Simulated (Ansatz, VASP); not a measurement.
# Ti2BN3: VASP beside Ansatz

```
Ti B N
1.0
     5.27225    0.00000    0.00000
    -2.63613    4.56590    0.00000
     0.00000    0.00000    2.71918
Ti B N
2 1 3
Direct
  0.33333 0.66667 0.00000
  0.66667 0.33333 0.00000
  0.00000 0.00000 0.00000
  0.50000 0.00000 0.50000
  0.50000 0.50000 0.50000
  0.00000 0.50000 0.50000
```

Change from the starting cell: species swapped into the ErCo3B2 type (P6/mmm, No. 191).

Alike in both runs: functional PBE; k mesh 12 × 12 × 12; occupations gaussian, width 0.1 eV; no spin polarisation.

Ansatz relaxed the structure, and its values are those at the end. VASP's run is a single point on that final structure, the one shown.

|  | VASP | Ansatz |
| --- | --- | --- |
| version | VASP 6.6.1 | Ansatz 0.2.0 |
| potentials or method | VASP PAW PBE potentials, release 64 (Ti_sv, B, N), cutoff 520 eV | scalar-relativistic, plane waves, PAW |
| valence electrons in the cell | 42 | 42 |

```csv
,VASP,Ansatz,Ansatz less VASP
gap on the k mesh at the Fermi level (eV),none,none,-
pressure (GPa),0.3,0.0,-0.27
```

A gap of «none» marks a metal or a gap that the smearing closes.
